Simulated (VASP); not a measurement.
# MgO (Fm-3m) in VASP: further runs

The runs below take MgO through single point, with PBE.

Everything below comes from runs of VASP 6.6.1. Logs are shortened: lines on timing, memory, paths and dates and some standing lists are left out, and cuts for length are marked.

## 1. The cell of the first run

The structure is cubic, space group Fm-3m (No. 225). Conventional cell: a = 4.147 Å, b = 4.147 Å, c = 4.147 Å, α = 90.00°, β = 90.00°, γ = 90.00°. Within 2.7 Å of Mg (site symmetry m-3m) lie 6 O at 2.07 Å. Within 2.7 Å of O (site symmetry m-3m) lie 6 Mg at 2.07 Å.

## 2. Single point, PBE

INCAR

```
SYSTEM = MgO
PREC = Accurate
ENCUT = 840
EDIFF = 1E-6
ISMEAR = 0
SIGMA = 0.01
LREAL = .FALSE.
LASPH = .TRUE.
NELM = 120
ALGO = Normal
ISIF = 2
LWAVE = .FALSE.
LCHARG = .FALSE.
GGA = PE
NBANDS = 15
GGA_COMPAT = .FALSE.
```

KPOINTS

```
regular mesh
0
G
  10 10 10
  0 0 0
```

POSCAR

```
MgO
1.0
    0.0000000000      2.0735331938      2.0735331938
    2.0735331938      0.0000000000      2.0735331938
    2.0735331938      2.0735331938      0.0000000000
Mg O
1 1
Direct
    0.0000000000      0.0000000000      0.0000000000
    0.5000000000      0.5000000000      0.5000000000
```

Potentials or basis: VASP PAW PBE potentials, release 64 (Mg_sv, O).

Command:

```console
$ cat potpaw_PBE.64/Mg_sv/POTCAR potpaw_PBE.64/O/POTCAR > POTCAR
$ mpirun -np 1 vasp_std > vasp.out
```

OUTCAR:

```text
SYSTEM = MgO
   PREC = Accurate
   ENCUT = 840
   EDIFF = 1E-6
   ISMEAR = 0
   LREAL = .FALSE.
   LASPH = .TRUE.
   NELM = 120
   ISIF = 2
   GGA = PE

 ion  position               nearest neighbor table
   1  0.000  0.000  0.000-   2 2.07   2 2.07   2 2.07   2 2.07   2 2.07   2 2.07
   2  0.500  0.500  0.500-   1 2.07   1 2.07   1 2.07   1 2.07   1 2.07   1 2.07

  LATTYP: Found a face centered cubic cell.
 ALAT       =     4.1470663876

  Lattice vectors:

 A1 = (   0.0000000000,   2.0735331938,   2.0735331938)
 A2 = (   2.0735331938,   0.0000000000,   2.0735331938)
 A3 = (   2.0735331938,   2.0735331938,   0.0000000000)

Analysis of symmetry for initial positions (statically):
=====================================================================
 Subroutine PRICEL returns:
 Original cell was already a primitive cell.

 Routine SETGRP: Setting up the symmetry group for a
 face centered cubic supercell.

 Subroutine GETGRP returns: Found 48 space group operations
 (whereof 48 operations were pure point group operations)
 out of a pool of 48 trial point group operations.

The static configuration has the point symmetry O_h .

Analysis of symmetry for dynamics (positions and initial velocities):
=====================================================================
 Subroutine PRICEL returns:
 Original cell was already a primitive cell.

 Routine SETGRP: Setting up the symmetry group for a
 face centered cubic supercell.

 Subroutine GETGRP returns: Found 48 space group operations
 (whereof 48 operations were pure point group operations)
 out of a pool of 48 trial point group operations.

The dynamic configuration has the point symmetry O_h .

 Subroutine INISYM returns: Found 48 space group operations
 (whereof 48 operations are pure point group operations),
 and found     1 'primitive' translations

----------------------------------------------------------------------------------------

                                     Primitive cell

  volume of cell :      17.8305

  direct lattice vectors                    reciprocal lattice vectors
     0.000000000  2.073533194  2.073533194    -0.241134312  0.241134312  0.241134312
     2.073533194  0.000000000  2.073533194     0.241134312 -0.241134312  0.241134312
     2.073533194  2.073533194  0.000000000     0.241134312  0.241134312 -0.241134312

  length of vectors
     2.932418765  2.932418765  2.932418765     0.417656880  0.417656880  0.417656880

  position of ions in fractional coordinates (direct lattice)
     0.000000000  0.000000000  0.000000000
     0.500000000  0.500000000  0.500000000

  ion indices of the primitive-cell ions
   primitive index   ion index
                 1           1
                 2           2

----------------------------------------------------------------------------------------

 KPOINTS: regular mesh

Automatic generation of k-mesh.
 Grid dimensions read from file:
 generate k-points for:   10   10   10

 Generating k-lattice:

  Cartesian coordinates                     Fractional coordinates (reciprocal lattice)
    -0.024113431  0.024113431  0.024113431     0.100000000  0.000000000  0.000000000
     0.024113431 -0.024113431  0.024113431     0.000000000  0.100000000  0.000000000
     0.024113431  0.024113431 -0.024113431     0.000000000  0.000000000  0.100000000

  Length of vectors
     0.041765688  0.041765688  0.041765688

  Shift w.r.t. Gamma in fractional coordinates (k-lattice)
     0.000000000  0.000000000  0.000000000

 Subroutine IBZKPT returns following result:
 ===========================================

 Found     47 irreducible k-points:

 Following reciprocal coordinates:
            Coordinates               Weight
  0.000000  0.000000  0.000000      1.000000
  0.100000  0.000000  0.000000      8.000000
  0.200000  0.000000  0.000000      8.000000
  0.300000  0.000000  0.000000      8.000000
  0.400000  0.000000  0.000000      8.000000
  0.500000  0.000000  0.000000      4.000000
[... 16 lines left out ...]
  0.300000  0.300000  0.000000      6.000000
  0.400000  0.300000  0.000000     24.000000
 [... further k-points ...]
   k-points           NKPTS =     47   k-points in BZ     NKDIM =     47   number of bands    NBANDS=     15
   number of dos      NEDOS =    301   number of ions     NIONS =      2
   total plane-waves  NPLWV =  21952
   dimension x,y,z NGX =    28 NGY =   28 NGZ =   28
   dimension x,y,z NGXF=    56 NGYF=   56 NGZF=   56
   ions per type =               1   1
   NGX,Y,Z   is equivalent  to a cutoff of  15.87, 15.87, 15.87 a.u.
   NGXF,Y,Z  is equivalent  to a cutoff of  31.75, 31.75, 31.75 a.u.
 SYSTEM =  MgO
   PREC   = accura    normal or accurate (medium, high low for compatibility)
   ISTART =      0    job   : 0-new  1-cont  2-samecut
   ICHARG =      2    charge: 1-file 2-atom 10-const
   ISPIN  =      1    spin polarized calculation?
   LNONCOLLINEAR =      F non collinear calculations
   LSORBIT =      F    spin-orbit coupling
   LASPH  =      T    aspherical Exc in radial PAW
   ENCUT  =  840.0 eV  61.74 Ry    7.86 a.u.   6.93  6.93  6.93*2*pi/ulx,y,z
   NELM   =    120;   NELMIN=  2; NELMDL= -5     # of ELM steps
   EDIFF  = 0.1E-05   stopping-criterion for ELM
   LREAL  =      F    real-space projection
   EDIFFG = 0.1E-04   stopping-criterion for IOM
   NSW    =      0    number of steps for IOM
   IBRION =     -1    ionic relax: 0-MD 1-quasi-New 2-CG
   NFREE  =      0    steps in history (QN), initial steepest desc. (CG)
   ISIF   =      2    stress and relaxation
   ISYM   =      2    0-nonsym 1-usesym 2-fastsym
   POTIM  = 0.5000    time-step for ionic-motion
   TEBEG  =    0.0;   TEEND  =   0.0 temperature during run
   PSTRESS=    0.0 pullay stress
   NELECT =      16.0000    total number of electrons
   NUPDOWN=      -1.0000    fix difference up-down
   EMIN   =  10.00;   EMAX   =-10.00  energy-range for DOS
   EFERMI =   0.00;   METHOD = LEGACY
   ISMEAR =     0;   SIGMA  =   0.01  broadening in eV -4-tet -1-fermi 0-gaus
   EFERMI_NEDOS =   21; number of points for ismear=-14 and -15
   IALGO  =     38    algorithm
   IMIX   =      4    mixing-type and parameters
     AMIX     =   0.40;   BMIX     =  1.00
     AMIX_MAG =   1.60;   BMIX_MAG =  1.00
  volume/ion in A,a.u.               =       8.92        60.16
  Fermi-wavevector in a.u.,A,eV,Ry     =   1.579043  2.983958 33.924432  2.493375
  Thomas-Fermi vector in A             =   2.679482
   LORBIT       =      0    0 simple, 1 ext, 2 COOP (PROOUT), +10 PAW based schemes
   GGA     = PE    functional components
   LHFCALC =     F    Hartree Fock is set to
   AEXX    =    0.0000 exact exchange contribution
   IVDW    =     0    specifies the selected vdW correction
   LEPSILON=     F    determine dielectric tensor
   LRPA    =     F    only Hartree local field effects (RPA)
 non-spin polarized calculation
 Gauss-broadening in eV      SIGMA  =   0.01
  energy-cutoff  :      840.00
  volume of cell :       17.83
 maximum number of plane-waves:       998
   NGX = 13   NGY = 13   NGZ = 13

 number of electron      15.9999999 magnetization

 Free energy of the ion-electron system (eV)
  ---------------------------------------------------
  ext. energy  EPLUGINS =         0.00000000
  ---------------------------------------------------
  free energy    TOTEN  =       -11.82432830 eV

  energy without entropy =      -11.82432830  energy(sigma->0) =      -11.82432830

 E-fermi :   3.3523     XC(G=0): -11.6285

 val. band max:        3.2591930919   @ k =   0.0000   0.0000   0.0000
 cond. band min:       8.4650344039   @ k =   0.0000   0.0000   0.0000
 fundamental gap:      5.2058413120
 Fermi energy:         3.3522559656

 k-point     1 :       0.0000    0.0000    0.0000
  band No.  band energies     occupation
      1     -68.8518      2.00000
      2     -35.5702      2.00000
      3     -35.5702      2.00000
      4     -35.5702      2.00000
      5     -14.2332      2.00000
      6       3.2592      2.00000
      7       3.2592      2.00000
      8       3.2592      2.00000
      9       8.4650      0.00000
     10      19.3295      0.00000
     11      19.3295      0.00000
     12      19.3295      0.00000
     13      23.3686      0.00000
     14      25.2029      0.00000
     15      25.2029      0.00000

 k-point     2 :       0.1000    0.0000    0.0000
  band No.  band energies     occupation
      1     -68.8508      2.00000
      2     -35.5804      2.00000
      3     -35.5712      2.00000
      4     -35.5712      2.00000
      5     -14.1152      2.00000
      6       2.5996      2.00000
      7       3.1857      2.00000
      8       3.1857      2.00000
      9       9.0874      0.00000
     10      18.0666      0.00000
     11      19.5876      0.00000
     12      19.5876      0.00000
     13      24.5486      0.00000
     14      24.5486      0.00000
     15      25.1155      0.00000

 k-point     3 :       0.2000    0.0000    0.0000
  band No.  band energies     occupation
      1     -68.8481      2.00000
      2     -35.6070      2.00000
      3     -35.5738      2.00000
      4     -35.5738      2.00000
      5     -13.7903      2.00000
      6       1.2340      2.00000
      7       2.9996      2.00000
      8       2.9996      2.00000
      9      10.2757      0.00000
     10      16.5688      0.00000
     11      20.1336      0.00000
     12      20.1336      0.00000
     13      23.8779      0.00000
     14      23.8779      0.00000
     15      26.3278      0.00000
[... 343 lines left out ...]
 k-point    23 :       0.3000    0.3000    0.0000
  band No.  band energies     occupation
      1     -68.8427      2.00000
      2     -35.6310      2.00000
      3     -35.5929      2.00000
      4     -35.5929      2.00000
      5     -13.1487      2.00000
      6      -0.0068      2.00000
      7       2.2793      2.00000
      8       2.2793      2.00000
      9      12.6286      0.00000
     10      13.7925      0.00000
     11      18.2376      0.00000
     12      21.7837      0.00000
     13      21.7837      0.00000
     14      27.9406      0.00000
     15      31.6402      0.00000

 k-point    24 :       0.4000    0.3000    0.0000
  band No.  band energies     occupation
      1     -68.8404      2.00000
      2     -35.6438      2.00000
      3     -35.5996      2.00000
      4     -35.5966      2.00000
      5     -12.8818      2.00000
      6      -0.4533      2.00000
      7       1.8951      2.00000
      8       2.1247      2.00000
      9      13.2409      0.00000
     10      13.6714      0.00000
     11      17.3882      0.00000
     12      22.0768      0.00000
     13      22.2913      0.00000
     14      28.7329      0.00000
     15      31.2115      0.00000

 [... further k-points ...]

------------------------ aborting loop because EDIFF is reached ----------------------------------------

  FORCE on cell =-STRESS in cart. coord.  units (eV):
  Direction    XX          YY          ZZ          XY          YZ          ZX
  --------------------------------------------------------------------------------------
  -------------------------------------------------------------------------------------
  Total        1.4986467      1.4986467      1.4986467     -0.0000000     -0.0000000      0.0000000
  in kB      134.6625624    134.6625624    134.6625624     -0.0000000     -0.0000000      0.0000000
  external PRESSURE =     134.6625624 kB  Pullay stress =       0.0000000 kB

 VOLUME and BASIS-vectors are now :
 -----------------------------------------------------------------------------
  energy-cutoff  :      840.00
  volume of cell :       17.83
      direct lattice vectors                 reciprocal lattice vectors
     0.000000000  2.073533194  2.073533194    -0.241134312  0.241134312  0.241134312
     2.073533194  0.000000000  2.073533194     0.241134312 -0.241134312  0.241134312
     2.073533194  2.073533194  0.000000000     0.241134312  0.241134312 -0.241134312

 POSITION                                       TOTAL-FORCE (eV/Angst)
 -----------------------------------------------------------------------------------
      0.00000      0.00000      0.00000         0.000000     -0.000000     -0.000000
      2.07353      2.07353      2.07353        -0.000000      0.000000      0.000000
 -----------------------------------------------------------------------------------
    total drift:                                0.000000      0.000000      0.000000

  FREE ENERGIE OF THE ION-ELECTRON SYSTEM (eV)
  ---------------------------------------------------
  free  energy   TOTEN  =       -11.8243283036 eV

  energy  without entropy=      -11.8243283036  energy(sigma->0) =      -11.82432830
```

Wall time 17 s (1 thread of AMD EPYC 7R43 (Zen 3), shared host); peak memory 0.13 GiB.

What came out:

```
Free energy            : -11.8243 eV
Pressure               : 13.5 GPa
Band gap on the k mesh : 5.21 eV
```

Caveat: the cell stands under pressure.

## 3. Single point, PBE

This run uses another cell than the first one, of 8.98 Å³/atom.

Changes to INCAR since step 2:

```diff
@@ -5,3 +5,3 @@
 ISMEAR = 0
-SIGMA = 0.01
+SIGMA = 0.1
 LREAL = .FALSE.
```

KPOINTS

```
Automatic mesh
0
G
  8 8 8
  0 0 0
```

POSCAR

```
MgO
1.0
    0.0000000000      2.0781561797      2.0781561797
    2.0781561797      0.0000000000      2.0781561797
    2.0781561797      2.0781561797      0.0000000000
Mg O
1 1
Direct
    0.0000000000      0.0000000000      0.0000000000
    0.5000000000      0.5000000000      0.5000000000
```

Potentials or basis: VASP PAW PBE potentials, release 64 (Mg_sv, O).

Command:

```console
$ cat potpaw_PBE.64/Mg_sv/POTCAR potpaw_PBE.64/O/POTCAR > POTCAR
$ mpirun -np 1 vasp_std > vasp.out
```

Run time: 15 s. Hardware: 1 thread of Intel Xeon Platinum 8259CL at 2.50GHz (Skylake/Cascade Lake), shared host; peak memory 0.16 GiB.

The run converged. Its results:

* Free energy: -11.8342 eV
* Pressure: 12.1 GPa
* Band gap on the k mesh: 5.14 eV

Levels at points of the mesh, in eV from the valence-band top:
| k point | band 6 | band 7 | band 8 | band 9 | band 10 | band 11 |
| --- | --- | --- | --- | --- | --- | --- |
| (0.00, 0.00, 0.00) | 0.00 | 0.00 | 0.00 | 5.14 | 16.03 | 16.03 |
| (0.50, 0.00, 0.00) | -4.79 | -0.70 | -0.70 | 8.16 | 13.08 | 16.75 |
| (0.50, 0.50, 0.00) | -4.22 | -1.40 | -1.40 | 9.17 | 10.44 | 13.53 |

Caveat: the cell stands under pressure.
